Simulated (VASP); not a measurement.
Hf: relaxation of cell and atoms with PBE

Hf:

```
CELL_PARAMETERS angstrom
2.38446 0.00000 0.00000
0.00000 2.38446 0.00000
0.00000 0.00000 2.38446
ATOMIC_POSITIONS crystal
Hf 0.00000 0.00000 0.00000
```

```json
{
  "Program": "VASP 6.6.1",
  "Task": "relaxation of cell and atoms",
  "Functional": "PBE",
  "Potentials or basis": "VASP PAW PBE potentials, release 64 (Hf_pv)",
  "Cutoff": "600 eV",
  "k mesh": "16 × 16 × 16",
  "Occupations": "fermi-dirac, width 0.08 eV",
  "Spin": "no spin polarisation",
  "Target pressure": "140 GPa",
  "Dipole correction": "no",
  "Further INCAR settings": "ALGO = Normal; EDIFF = 1e-06; IBRION = 2; EDIFFG = -0.005; NSW = 60; ISIF = 3"
}
```

* Relaxed volume: 13.48 Å³/atom
* Relaxed cell: a = 2.380 Å, b = 2.380 Å, c = 2.380 Å, α = 90.00°, β = 90.00°, γ = 90.00°
* Space group after relaxing (to 0.05 Å): Pm-3m (No. 221)
* Energy change on relaxing (the enthalpy is what falls): +63.9 meV/atom
* Ionic steps: 3
* Pressure after relaxing: 140.0 GPa
* Band gap on the k mesh: zero (band 5 reaches 10.15 eV, above the bottom of band 6 at 4.46 eV)

Step by step:
| step | energy change (eV) | largest force (eV/Å) | pressure (GPa) | volume (Å³) |
| --- | --- | --- | --- | --- |
| 1 | 0.0000 | 0.0000 | 137.13 | 13.56 |
| 2 | 0.4311 | 0.0000 | 156.39 | 13.09 |
| 3 | 0.0639 | 0.0000 | 139.96 | 13.48 |

Final structure:
```yaml
crystal:
  lattice:
    - [2.38012, 0.00000, 0.00000]
    - [0.00000, 2.38012, 0.00000]
    - [0.00000, 0.00000, 2.38012]
  atoms:
    - { symbol: Hf, position: [0.00000, 0.00000, 0.00000] }
```

Levels at points of the mesh, in eV from the Fermi level:
| k point | band 3 | band 4 | band 5 | band 6 | band 7 | band 8 |
| --- | --- | --- | --- | --- | --- | --- |
| (0.00, 0.00, 0.00) | -28.11 | -7.81 | -3.75 | -3.75 | 11.86 | 11.86 |
| (0.50, 0.00, 0.00) | -27.61 | -3.07 | -1.92 | 1.90 | 4.19 | 4.19 |
| (0.50, 0.50, 0.00) | -27.14 | -7.05 | -0.24 | 5.89 | 5.89 | 9.57 |
| (0.50, 0.50, 0.50) | -31.24 | -4.15 | -4.15 | -4.15 | 6.53 | 14.41 |

Wall time 27 s on 1 thread of Intel(R) Xeon(R) Platinum 8488C (Sapphire Rapids), with other jobs on the host, peak memory 0.15 GiB.

Caveat: the cell is relaxed towards a set pressure, so the enthalpy falls and the energy may rise; spin-orbit coupling is left out, which moves the levels of the heavy elements.
